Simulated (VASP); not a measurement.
# CaB15N16 (a cell with a defect) in VASP: relaxation of the atoms with PBE

Aim: the relaxation of the atoms of CaB15N16 (a cell with a defect) with PBE.

Everything below comes from runs of VASP 6.6.1. Logs are shortened: lines on timing, memory, paths and dates and some standing lists are left out, and cuts for length are marked.

## 1. The cell of the first run

The cell holds a defect, 32 atoms: a = 6.277 Å, b = 6.277 Å, c = 6.277 Å, α = 109.47°, β = 109.47°, γ = 109.47°.

## 2. Relaxation of the atoms, PBE, collinear spin

Contents of INCAR:

```
SYSTEM = CaB15N16
PREC = Accurate
ENCUT = 520
EDIFF = 1E-7
ISMEAR = 0
SIGMA = 0.01
LREAL = Auto
LASPH = .TRUE.
NELM = 150
ALGO = Normal
ISIF = 2
LWAVE = .FALSE.
LCHARG = .FALSE.
ISPIN = 2
MAGMOM = 0 0 0 0 0 0 0 0 0 0 0 0 0 0 0 0.06 0.1 0.02 0.02 0.02 0.02 0.1 0.1 0.02 0.02 0.1 0.02 0.02 0.02 0.02 0.02 0.02
LORBIT = 11
NUPDOWN = 1.0
GGA = PE
IBRION = 2
NSW = 100
EDIFFG = -0.03
```

Contents of KPOINTS:

```
Automatic mesh
0
Gamma
  1 1 1
  0.25 0.25 0.25
```

Contents of POSCAR:

```
CaB15N16
1.0
   -3.6241103800      3.6241103800     -3.6241103800
    3.6241103800      3.6241103800      3.6241103800
    3.6241103800     -3.6241103800     -3.6241103800
B Ca N
15 1 16
Direct
    0.0000000000      0.0000000000      0.0000000000
    0.0000000000      0.2500000000      0.7500000000
    0.0000000000      0.5000000000      0.5000000000
    0.0000000000      0.7500000000      0.2500000000
    0.2500000000      0.0000000000      0.7500000000
    0.2500000000      0.5000000000      0.2500000000
    0.2500000000      0.7500000000      0.0000000000
    0.5000000000      0.0000000000      0.5000000000
    0.5000000000      0.2500000000      0.2500000000
    0.5000000000      0.5000000000      0.0000000000
    0.5000000000      0.7500000000      0.7500000000
    0.7500000000      0.0000000000      0.2500000000
    0.7500000000      0.2500000000      0.0000000000
    0.7500000000      0.5000000000      0.7500000000
    0.7500000000      0.7500000000      0.5000000000
    0.2500000000      0.2500000000      0.5000000000
    0.0000000000      0.0000000000      0.2500000000
    0.0000000000      0.2500000000      0.0000000000
    0.0000000000      0.5000000000      0.7500000000
    0.0000000000      0.7500000000      0.5000000000
    0.2500000000      0.0000000000      0.0000000000
    0.2500000000      0.2500000000      0.7500000000
    0.2500000000      0.5000000000      0.5000000000
    0.2500000000      0.7500000000      0.2500000000
    0.5000000000      0.0000000000      0.7500000000
    0.5000000000      0.2500000000      0.5000000000
    0.5000000000      0.5000000000      0.2500000000
    0.5000000000      0.7500000000      0.0000000000
    0.7500000000      0.0000000000      0.5000000000
    0.7500000000      0.2500000000      0.2500000000
    0.7500000000      0.5000000000      0.0000000000
    0.7500000000      0.7500000000      0.7500000000
```

Potentials or basis: VASP PAW PBE potentials, release 64 (B, Ca_sv, N).

On the command line:

```
cat potpaw_PBE.64/B/POTCAR potpaw_PBE.64/Ca_sv/POTCAR potpaw_PBE.64/N/POTCAR > POTCAR
mpirun -np 1 vasp_std > vasp.out
```

OUTCAR:

```text
SYSTEM = CaB15N16
   PREC = Accurate
   ENCUT = 520
   EDIFF = 1E-7
   ISMEAR = 0
   LREAL = Auto
   LASPH = .TRUE.
   NELM = 150
   ISIF = 2
   ISPIN = 2
   LORBIT = 11
   NUPDOWN = 1.0
   GGA = PE
   IBRION = 2
   NSW = 100
   EDIFFG = -0.03

 ion  position               nearest neighbor table
   1  0.000  0.000  0.000-  17 1.57  18 1.57  21 1.57  32 1.57  16 2.56
   2  0.000  0.250  0.750-  18 1.57  19 1.57  22 1.57  29 1.57  16 2.56
   3  0.000  0.500  0.500-  19 1.57  20 1.57  23 1.57  30 1.57  16 2.56
   4  0.000  0.750  0.250-  17 1.57  20 1.57  24 1.57  31 1.57  16 2.56
   5  0.250  0.000  0.750-  20 1.57  21 1.57  22 1.57  25 1.57  16 2.56
   6  0.250  0.500  0.250-  18 1.57  23 1.57  24 1.57  27 1.57  16 2.56
   7  0.250  0.750  0.000-  19 1.57  21 1.57  24 1.57  28 1.57
   8  0.500  0.000  0.500-  24 1.57  25 1.57  26 1.57  29 1.57  16 2.56
   9  0.500  0.250  0.250-  21 1.57  26 1.57  27 1.57  30 1.57  16 2.56
  10  0.500  0.500  0.000-  22 1.57  27 1.57  28 1.57  31 1.57  16 2.56
  11  0.500  0.750  0.750-  23 1.57  25 1.57  28 1.57  32 1.57  16 2.56
  12  0.750  0.000  0.250-  17 1.57  28 1.57  29 1.57  30 1.57  16 2.56
  13  0.750  0.250  0.000-  18 1.57  25 1.57  30 1.57  31 1.57
  14  0.750  0.500  0.750-  19 1.57  26 1.57  31 1.57  32 1.57  16 2.56
  15  0.750  0.750  0.500-  20 1.57  27 1.57  29 1.57  32 1.57
  16  0.250  0.250  0.500-  17 1.57  22 1.57  23 1.57  26 1.57   8 2.56   9 2.56  10 2.56  11 2.56
                            14 2.56   2 2.56   3 2.56   5 2.56   6 2.56   1 2.56   4 2.56  12 2.56
  17  0.000  0.000  0.250-   1 1.57   4 1.57  12 1.57  16 1.57
  18  0.000  0.250  0.000-   1 1.57   2 1.57   6 1.57  13 1.57
  19  0.000  0.500  0.750-   2 1.57   3 1.57   7 1.57  14 1.57
  20  0.000  0.750  0.500-   3 1.57   4 1.57   5 1.57  15 1.57
  21  0.250  0.000  0.000-   1 1.57   5 1.57   7 1.57   9 1.57
  22  0.250  0.250  0.750-   2 1.57   5 1.57  10 1.57  16 1.57
[... 8 lines left out ...]
  31  0.750  0.500  0.000-   4 1.57  10 1.57  13 1.57  14 1.57
  32  0.750  0.750  0.750-   1 1.57  11 1.57  14 1.57  15 1.57

  LATTYP: Found a body centered cubic cell.
 ALAT       =     7.2482207600

  Lattice vectors:

 A1 = (  -3.6241103800,   3.6241103800,  -3.6241103800)
 A2 = (   3.6241103800,   3.6241103800,   3.6241103800)
 A3 = (   3.6241103800,  -3.6241103800,  -3.6241103800)

Analysis of symmetry for initial positions (statically):
=====================================================================
 Subroutine PRICEL returns:
 Original cell was already a primitive cell.

 Routine SETGRP: Setting up the symmetry group for a
 body centered cubic supercell.

 Subroutine GETGRP returns: Found 24 space group operations
 (whereof  2 operations were pure point group operations)
 out of a pool of 48 trial point group operations.

The static configuration has the point symmetry C_1h.
 The point group associated with its full space group is T_d .

Analysis of symmetry for dynamics (positions and initial velocities):
=====================================================================
 Subroutine PRICEL returns:
 Original cell was already a primitive cell.
[... 220 lines left out ...]
  external PRESSURE =     442.6063352 kB  Pullay stress =       0.0000000 kB
[... 179 lines left out ...]
  FREE ENERGIE OF THE ION-ELECTRON SYSTEM (eV)
  ---------------------------------------------------
  free  energy   TOTEN  =      -261.0796833850 eV

  energy  without entropy=     -261.0719702691  energy(sigma->0) =     -261.07582683

[... ionic steps 4 to 10 ...]

--------------------------------------- Ionic step       11  -------------------------------------------

 number of electron     134.9999997 magnetization       1.0000000

------------------------ aborting loop because EDIFF is reached ----------------------------------------
[... 127 lines left out ...]
--------------------------------------- Ionic step       13  -------------------------------------------

 number of electron     134.9999998 magnetization       1.0000000

 Free energy of the ion-electron system (eV)
  ---------------------------------------------------
  ext. energy  EPLUGINS =         0.00000000
  ---------------------------------------------------
  free energy    TOTEN  =      -262.38443623 eV

  energy without entropy =     -262.37672311  energy(sigma->0) =     -262.38057967

 E-fermi :   8.1199     XC(G=0): -12.9298

 val. band max:        8.1168650005   @ k =   0.2500   0.2500   0.2500
 cond. band min:      14.0177865550   @ k =   0.2500   0.2500   0.2500
 fundamental gap:      5.9009215545
 Fermi energy:         7.9796822169

 spin component 1

 k-point     1 :       0.2500    0.2500    0.2500
  band No.  band energies     occupation
      1     -29.4441      1.00000
      2     -12.2208      1.00000
      3     -12.2208      1.00000
      4     -12.2208      1.00000
      5     -10.7600      1.00000
      6     -10.7600      1.00000
[... 71 lines left out ...]
     78      15.1780      0.00000
     79      15.1780      0.00000
 Fermi energy:         8.1199105417

 spin component 2

 k-point     1 :       0.2500    0.2500    0.2500
  band No.  band energies     occupation
      1     -29.3665      1.00000
      2     -12.1281      1.00000
      3     -12.1281      1.00000
      4     -12.1281      1.00000
      5     -10.7060      1.00000
      6     -10.7060      1.00000
[... 71 lines left out ...]
     78      15.2109      0.00000
     79      15.2109      0.00000
 [bands above 79 left out]

------------------------ aborting loop because EDIFF is reached ----------------------------------------

  FORCE on cell =-STRESS in cart. coord.  units (eV):
  Direction    XX          YY          ZZ          XY          YZ          ZX
  --------------------------------------------------------------------------------------
  -------------------------------------------------------------------------------------
  Total       38.2119180     38.2119180     38.2119180     -0.0000000      0.0000000     -0.0000000
  in kB      321.5475308    321.5475308    321.5475308     -0.0000000      0.0000000     -0.0000000
  external PRESSURE =     321.5475308 kB  Pullay stress =       0.0000000 kB
[... 47 lines left out ...]
  FREE ENERGIE OF THE ION-ELECTRON SYSTEM (eV)
  ---------------------------------------------------
  free  energy   TOTEN  =      -262.3844362285 eV

  energy  without entropy=     -262.3767231125  energy(sigma->0) =     -262.38057967

 reached required accuracy - stopping structural energy minimisation

 total charge

# of ion       s       p       d       tot
------------------------------------------
    1        0.680   1.396   0.000   2.075
    2        0.680   1.396   0.000   2.075
    3        0.680   1.396   0.000   2.075
    4        0.680   1.396   0.000   2.075
    5        0.680   1.396   0.000   2.075
    6        0.680   1.396   0.000   2.075
[... 24 lines left out ...]
   31        1.216   2.761   0.000   3.977
   32        1.216   2.761   0.000   3.977
--------------------------------------------------
tot         31.954  71.687   0.831 104.472

 magnetization (x)

# of ion       s       p       d       tot
------------------------------------------
    1       -0.001  -0.002   0.000  -0.003
    2       -0.001  -0.002   0.000  -0.003
    3       -0.001  -0.002   0.000  -0.003
    4       -0.001  -0.002   0.000  -0.003
    5       -0.001  -0.002   0.000  -0.003
    6       -0.001  -0.002   0.000  -0.003
[... 24 lines left out ...]
   31        0.001   0.020   0.000   0.022
   32        0.001   0.020   0.000   0.022
--------------------------------------------------
tot          0.025   0.716   0.080   0.821
```

OSZICAR:

```text
N       E                     dE             d eps       ncg     rms          rms(c)
DAV:   1     0.827399330421E+03    0.82740E+03   -0.72501E+04   336   0.160E+03
[... 143 lines left out ...]
  12 F= -.26238430E+03 E0= -.26238045E+03  d E =-.170030E-04  mag=     1.0000
       N       E                     dE             d eps       ncg     rms          rms(c)
DAV:   1    -0.262384429253E+03   -0.12493E-03   -0.21488E-02   352   0.551E-01    0.247E-02
DAV:   2    -0.262384442164E+03   -0.12911E-04   -0.34598E-04   400   0.742E-02    0.166E-02
DAV:   3    -0.262384435959E+03    0.62050E-05   -0.23634E-05   384   0.210E-02    0.734E-03
DAV:   4    -0.262384436191E+03   -0.23198E-06   -0.46907E-06   400   0.838E-03    0.378E-03
DAV:   5    -0.262384436229E+03   -0.37433E-07   -0.44908E-07   348   0.277E-03
  13 F= -.26238444E+03 E0= -.26238058E+03  d E =-.148930E-03  mag=     1.0000
```

It took 36 min on 1 thread of Intel Xeon 8259CL, shared host; peak memory 0.43 GiB.

What came out:

- Free energy: -262.3844 eV
- Pressure after relaxing: 32.2 GPa
- Largest force after relaxing: 0.004 eV/Å
- Net moment: 1.00 μB per cell
- Site moments: B -0.00, +0.01 (each value once); Ca +0.10; N +0.12, +0.02 (each value once) μB
- Valence electrons inside the program's atomic spheres: B 2.08, 2.18 (each value once); Ca 8.93; N 4.09, 3.98 (each value once)

Forces in eV/Å, atoms in the order of the input:
```
B    0.002  0.003 -0.002
B   -0.002  0.002  0.003
B   -0.002 -0.003 -0.002
B    0.002  0.002 -0.003
B   -0.003  0.002  0.002
B   -0.003 -0.002 -0.002
B    0.000  0.000  0.000
B    0.002 -0.003  0.002
B    0.002 -0.002  0.003
B   -0.002  0.003  0.002
B   -0.002 -0.002 -0.003
B    0.003  0.002 -0.002
B    0.000  0.000  0.000
B    0.003 -0.002  0.002
B    0.000  0.000  0.000
Ca   0.000  0.000  0.000
N    0.002  0.002 -0.002
N    0.000  0.000  0.000
N    0.000  0.000  0.000
N    0.000  0.000  0.000
N    0.000  0.000  0.000
N   -0.002  0.002  0.002
N   -0.002 -0.002 -0.002
N    0.000  0.000  0.000
N    0.000  0.000  0.000
N    0.002 -0.002  0.002
N    0.000  0.000  0.000
N    0.000  0.000  0.000
N    0.000  0.000  0.000
N    0.000  0.000  0.000
N    0.000  0.000  0.000
N    0.000  0.000  0.000
```

Final structure:
```xyz
32
Lattice="-3.6241 3.6241 -3.6241 3.6241 3.6241 3.6241 3.6241 -3.6241 -3.6241" Properties=species:S:1:pos:R:3 pbc="T T T"
B     3.5849    3.5742   -3.5849
B     3.6634   -1.8513   -1.8619
B     3.6634    0.0499    0.0392
B    -0.0392    5.3969   -1.7622
B     1.8619   -1.8513   -3.6634
B     1.8619    1.8513    0.0392
B     1.8121    3.6241    1.8121
B    -0.0392    0.0499   -3.6634
B    -0.0392    1.8513   -1.8619
B     0.0392    3.5742   -0.0392
B     3.6634    1.8513   -1.7622
B     1.7622    5.3969    0.0392
B    -1.8121    3.6241   -1.8121
B     1.7622    1.8513   -3.6634
B     1.8121    3.6241   -1.8121
Ca    1.8121    0.0000   -1.8121
N     0.6726    6.1088   -0.6726
N    -2.6757    4.4878   -2.7266
N     4.5216   -0.8637   -0.9484
N     0.9484    4.5387   -2.6757
N     2.7266    4.4878    2.6757
N     2.9515   -1.1394   -2.9515
N     2.9515    1.1394   -0.6726
N     2.7266    2.7605    0.9484
N     0.9484   -0.8637   -4.5216
N     0.6726    1.1394   -2.9515
N     0.9484    2.7095   -0.9484
N     4.5216    0.8637   -2.6757
N     2.6757    4.5387   -0.9484
N    -0.9484    2.7605   -2.7266
N     2.6757    0.8637   -4.5216
N     2.6757    2.7095   -2.6757
```

Caveat: the k points lie up to 1.23 Å⁻¹ apart, too coarse for converged energies, forces and pressures; the total moment is fixed, so each spin has its own Fermi level and the state may be an excited one.
